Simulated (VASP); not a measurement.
# GaP (F-43m) in VASP: single point with r2SCAN

Aim: the single point of GaP with r2SCAN.

Everything below comes from runs of VASP 6.6.1. Logs are shortened: lines on timing, memory, paths and dates and some standing lists are left out, and cuts for length are marked.

## 1. The cell of the first run

Symmetry: F-43m, No. 216, cubic system. The conventional cell has a = 5.451 Å, b = 5.451 Å, c = 5.451 Å, α = 90.00°, β = 90.00°, γ = 90.00°. Within 3.1 Å of Ga (site symmetry -43m) lie 4 P at 2.36 Å. P (site symmetry -43m) has 4 Ga at 2.36 Å within 3.1 Å.

## 2. Single point, r2SCAN

The input, POSCAR:

```
GaP
1.0
    0.0000000000      2.7252500000      2.7252500000
    2.7252500000      0.0000000000      2.7252500000
    2.7252500000      2.7252500000      0.0000000000
Ga P
1 1
Direct
    0.0000000000      0.0000000000      0.0000000000
    0.7500000000      0.7500000000      0.7500000000
```

The input, INCAR.step1:

```
ALGO = Normal
EDIFF = 1E-4
ENCUT = 520
GGA = PE
ISMEAR = -1
LASPH = True
LCHARG = False
LREAL = False
LWAVE = True
NBANDS = 16
NELM = 80
PREC = Accurate
SIGMA = 0.08
```

The input, INCAR.step2:

```
ALGO = Normal
EDIFF = 1E-7
ENCUT = 520
ISIF = 2
ISMEAR = -1
ISTART = 1
LASPH = True
LCHARG = False
LMIXTAU = True
LREAL = False
LWAVE = False
METAGGA = R2SCAN
NBANDS = 16
NELM = 80
PREC = Accurate
SIGMA = 0.08
```

The input, KPOINTS:

```
k-points
0
Gamma
  16 16 16
```

Potentials or basis: VASP PAW PBE potentials, release 64 (Ga_d, P).

Run with:

```bash
> cat potpaw_PBE.64/Ga_d/POTCAR potpaw_PBE.64/P/POTCAR > POTCAR
> cp INCAR.step1 INCAR
> mpirun -np 1 vasp_std > vasp.out
> cp INCAR.step2 INCAR
> mpirun -np 1 vasp_std > vasp.out
```

OUTCAR:

```text
EDIFF = 1E-7
   ENCUT = 520
   ISIF = 2
   ISMEAR = -1
   ISTART = 1
   LASPH = True
   LREAL = False
   METAGGA = R2SCAN
   NELM = 80
   PREC = Accurate

 ion  position               nearest neighbor table
   1  0.000  0.000  0.000-   2 2.36   2 2.36   2 2.36   2 2.36
   2  0.750  0.750  0.750-   1 2.36   1 2.36   1 2.36   1 2.36

  LATTYP: Found a face centered cubic cell.
 ALAT       =     5.4505000000

  Lattice vectors:

 A1 = (   0.0000000000,   2.7252500000,   2.7252500000)
 A2 = (   2.7252500000,   0.0000000000,   2.7252500000)
 A3 = (   2.7252500000,   2.7252500000,   0.0000000000)

Analysis of symmetry for initial positions (statically):
=====================================================================
 Subroutine PRICEL returns:
 Original cell was already a primitive cell.

 Routine SETGRP: Setting up the symmetry group for a
 face centered cubic supercell.

 Subroutine GETGRP returns: Found 24 space group operations
 (whereof 24 operations were pure point group operations)
 out of a pool of 48 trial point group operations.

The static configuration has the point symmetry T_d .

Analysis of symmetry for dynamics (positions and initial velocities):
=====================================================================
 Subroutine PRICEL returns:
 Original cell was already a primitive cell.

 Routine SETGRP: Setting up the symmetry group for a
 face centered cubic supercell.

 Subroutine GETGRP returns: Found 24 space group operations
 (whereof 24 operations were pure point group operations)
 out of a pool of 48 trial point group operations.

The dynamic configuration has the point symmetry T_d .

 Subroutine INISYM returns: Found 24 space group operations
 (whereof 24 operations are pure point group operations),
 and found     1 'primitive' translations

----------------------------------------------------------------------------------------

                                     Primitive cell

  volume of cell :      40.4808

  direct lattice vectors                    reciprocal lattice vectors
     0.000000000  2.725250000  2.725250000    -0.183469406  0.183469406  0.183469406
     2.725250000  0.000000000  2.725250000     0.183469406 -0.183469406  0.183469406
     2.725250000  2.725250000  0.000000000     0.183469406  0.183469406 -0.183469406

  length of vectors
     3.854085511  3.854085511  3.854085511     0.317778334  0.317778334  0.317778334

  position of ions in fractional coordinates (direct lattice)
     0.000000000  0.000000000  0.000000000
     0.750000000  0.750000000  0.750000000

  ion indices of the primitive-cell ions
   primitive index   ion index
                 1           1
                 2           2

----------------------------------------------------------------------------------------

 KPOINTS: k-points

Automatic generation of k-mesh.
 Grid dimensions read from file:
 generate k-points for:   16   16   16

 Generating k-lattice:

  Cartesian coordinates                     Fractional coordinates (reciprocal lattice)
    -0.011466838  0.011466838  0.011466838     0.062500000  0.000000000  0.000000000
     0.011466838 -0.011466838  0.011466838     0.000000000  0.062500000  0.000000000
     0.011466838  0.011466838 -0.011466838     0.000000000  0.000000000  0.062500000

  Length of vectors
     0.019861146  0.019861146  0.019861146

  Shift w.r.t. Gamma in fractional coordinates (k-lattice)
     0.000000000  0.000000000  0.000000000

 Subroutine IBZKPT returns following result:
 ===========================================

 Found    145 irreducible k-points:

 Following reciprocal coordinates:
            Coordinates               Weight
  0.000000  0.000000  0.000000      1.000000
  0.062500  0.000000  0.000000      8.000000
  0.125000  0.000000  0.000000      8.000000
  0.187500  0.000000  0.000000      8.000000
  0.250000  0.000000  0.000000      8.000000
  0.312500  0.000000  0.000000      8.000000
[... 16 lines left out ...]
 -0.125000  0.062500  0.000000     24.000000
 -0.062500  0.062500  0.000000     12.000000
 [... further k-points ...]
   k-points           NKPTS =    145   k-points in BZ     NKDIM =    145   number of bands    NBANDS=     16
   number of dos      NEDOS =    301   number of ions     NIONS =      2
   total plane-waves  NPLWV =  27000
   dimension x,y,z NGX =    30 NGY =   30 NGZ =   30
   dimension x,y,z NGXF=    60 NGYF=   60 NGZF=   60
   ions per type =               1   1
   NGX,Y,Z   is equivalent  to a cutoff of  12.94, 12.94, 12.94 a.u.
   NGXF,Y,Z  is equivalent  to a cutoff of  25.88, 25.88, 25.88 a.u.
 SYSTEM =  unknown system
   PREC   = accura    normal or accurate (medium, high low for compatibility)
   ISTART =      1    job   : 0-new  1-cont  2-samecut
   ICHARG =      0    charge: 1-file 2-atom 10-const
   ISPIN  =      1    spin polarized calculation?
   LNONCOLLINEAR =      F non collinear calculations
   LSORBIT =      F    spin-orbit coupling
   LASPH  =      T    aspherical Exc in radial PAW
   ENCUT  =  520.0 eV  38.22 Ry    6.18 a.u.   7.17  7.17  7.17*2*pi/ulx,y,z
   NELM   =     80;   NELMIN=  2; NELMDL=  0     # of ELM steps
   EDIFF  = 0.1E-06   stopping-criterion for ELM
   LREAL  =      F    real-space projection
   EDIFFG = 0.1E-05   stopping-criterion for IOM
   NSW    =      0    number of steps for IOM
   IBRION =     -1    ionic relax: 0-MD 1-quasi-New 2-CG
   NFREE  =      0    steps in history (QN), initial steepest desc. (CG)
   ISIF   =      2    stress and relaxation
   ISYM   =      2    0-nonsym 1-usesym 2-fastsym
   POTIM  = 0.5000    time-step for ionic-motion
   TEBEG  =    0.0;   TEEND  =   0.0 temperature during run
   PSTRESS=    0.0 pullay stress
   NELECT =      18.0000    total number of electrons
   NUPDOWN=      -1.0000    fix difference up-down
   EMIN   =  10.00;   EMAX   =-10.00  energy-range for DOS
   EFERMI =   0.00;   METHOD = LEGACY
   ISMEAR =    -1;   SIGMA  =   0.08  broadening in eV -4-tet -1-fermi 0-gaus
   EFERMI_NEDOS =   21; number of points for ismear=-14 and -15
   IALGO  =     38    algorithm
   IMIX   =      4    mixing-type and parameters
     AMIX     =   0.40;   BMIX     =  1.00
     AMIX_MAG =   1.60;   BMIX_MAG =  1.00
  volume/ion in A,a.u.               =      20.24       136.59
  Fermi-wavevector in a.u.,A,eV,Ry     =   1.249538  2.361284 21.243377  1.561344
  Thomas-Fermi vector in A             =   2.383574
   LORBIT       =      0    0 simple, 1 ext, 2 COOP (PROOUT), +10 PAW based schemes
   METAGGA = R2SCAN    functional components
   LHFCALC =     F    Hartree Fock is set to
   AEXX    =    0.0000 exact exchange contribution
   IVDW    =     0    specifies the selected vdW correction
   LEPSILON=     F    determine dielectric tensor
   LRPA    =     F    only Hartree local field effects (RPA)
 non-spin polarized calculation
  energy-cutoff  :      520.00
  volume of cell :       40.48
 maximum number of plane-waves:      1106
 NGX is ok and might be reduce to    30
   NGX = 15   NGY = 15   NGZ = 15

 number of electron      17.9999989 magnetization

 Free energy of the ion-electron system (eV)
  ---------------------------------------------------
  ext. energy  EPLUGINS =         0.00000000
  ---------------------------------------------------
  free energy    TOTEN  =       -21.46502318 eV

  energy without entropy =      -21.46502296  energy(sigma->0) =      -21.46502307

 E-fermi :   5.3860     XC(G=0): -10.5494

 val. band max:        4.4608728411   @ k =   0.0000   0.0000   0.0000
 cond. band min:       6.3148857395   @ k =   0.4375   0.4375   0.0000
 fundamental gap:      1.8540128985
 Fermi energy:         5.3859630165

 k-point     1 :       0.0000    0.0000    0.0000
  band No.  band energies     occupation
      1     -10.5268      2.00000
      2     -10.5268      2.00000
      3     -10.5268      2.00000
      4     -10.4130      2.00000
      5     -10.4130      2.00000
      6      -8.5606      2.00000
[... 8 lines left out ...]
     15      14.7349      0.00000
     16      14.7349      0.00000

 k-point     2 :       0.0625    0.0000    0.0000
  band No.  band energies     occupation
      1     -10.5312      2.00000
      2     -10.5255      2.00000
      3     -10.5254      2.00000
      4     -10.4131      2.00000
      5     -10.4131      2.00000
      6      -8.5067      2.00000
[... 8 lines left out ...]
     15      14.5111      0.00000
     16      14.5111      0.00000

 k-point     3 :       0.1250    0.0000    0.0000
  band No.  band energies     occupation
      1     -10.5431      2.00000
      2     -10.5217      2.00000
      3     -10.5217      2.00000
      4     -10.4130      2.00000
      5     -10.4130      2.00000
      6      -8.3470      2.00000
[... 8 lines left out ...]
     15      14.1082      0.00000
     16      14.8362      0.00000

 k-point     4 :       0.1875    0.0000    0.0000
  band No.  band energies     occupation
      1     -10.5597      2.00000
      2     -10.5165      2.00000
      3     -10.5165      2.00000
      4     -10.4127      2.00000
      5     -10.4127      2.00000
      6      -8.0889      2.00000
[... 8 lines left out ...]
     15      13.8549      0.00000
     16      15.2365      0.00000
[... 324 lines left out ...]
 k-point    22 :      -0.1875    0.0625    0.0000
  band No.  band energies     occupation
      1     -10.5686      2.00000
      2     -10.5147      2.00000
      3     -10.5116      2.00000
      4     -10.4148      2.00000
      5     -10.4104      2.00000
      6      -7.9378      2.00000
[... 8 lines left out ...]
     15      14.3032      0.00000
     16      15.5805      0.00000

 k-point    23 :      -0.1250    0.0625    0.0000
  band No.  band energies     occupation
      1     -10.5520      2.00000
      2     -10.5201      2.00000
      3     -10.5171      2.00000
      4     -10.4147      2.00000
      5     -10.4114      2.00000
      6      -8.2250      2.00000
[... 8 lines left out ...]
     15      14.2835      0.00000
     16      15.2853      0.00000

 k-point    24 :      -0.0625    0.0625    0.0000
  band No.  band energies     occupation
      1     -10.5386      2.00000
      2     -10.5239      2.00000
      3     -10.5220      2.00000
      4     -10.4140      2.00000
      5     -10.4122      2.00000
      6      -8.4175      2.00000
[... 8 lines left out ...]
     15      14.4734      0.00000
     16      14.6122      0.00000

 [... further k-points ...]

------------------------ aborting loop because EDIFF is reached ----------------------------------------

  FORCE on cell =-STRESS in cart. coord.  units (eV):
  Direction    XX          YY          ZZ          XY          YZ          ZX
  --------------------------------------------------------------------------------------
  -------------------------------------------------------------------------------------
  Total       -0.0056588     -0.0056588     -0.0056588      0.0000000      0.0000000      0.0000000
  in kB       -0.2239695     -0.2239695     -0.2239695      0.0000000      0.0000000      0.0000000
  external PRESSURE =      -0.2239695 kB  Pullay stress =       0.0000000 kB

 VOLUME and BASIS-vectors are now :
 -----------------------------------------------------------------------------
  energy-cutoff  :      520.00
  volume of cell :       40.48
      direct lattice vectors                 reciprocal lattice vectors
     0.000000000  2.725250000  2.725250000    -0.183469406  0.183469406  0.183469406
     2.725250000  0.000000000  2.725250000     0.183469406 -0.183469406  0.183469406
     2.725250000  2.725250000  0.000000000     0.183469406  0.183469406 -0.183469406

 POSITION                                       TOTAL-FORCE (eV/Angst)
 -----------------------------------------------------------------------------------
      0.00000      0.00000      0.00000        -0.000000      0.000000     -0.000000
      4.08788      4.08788      4.08788         0.000000     -0.000000      0.000000
 -----------------------------------------------------------------------------------
    total drift:                               -0.000010     -0.000010     -0.000010

  FREE ENERGIE OF THE ION-ELECTRON SYSTEM (eV)
  ---------------------------------------------------
  free  energy   TOTEN  =       -21.4650231795 eV

  energy  without entropy=      -21.4650229586  energy(sigma->0) =      -21.46502307
```

Run time: 3.2 min. Hardware: 1 thread of Intel Xeon 6975P-C (Granite Rapids), shared host; peak memory 0.23 GiB.

What came out:

| Quantity | Value |
| --- | --- |
| Free energy | -21.4650 eV |
| Pressure | 0.0 GPa |
| Band gap on the k mesh | 1.85 eV (least direct gap 2.34 eV) |

Caveat: the PAW data sets were made with another functional, which shifts forces and pressure a little. A k mesh can miss the band edges.
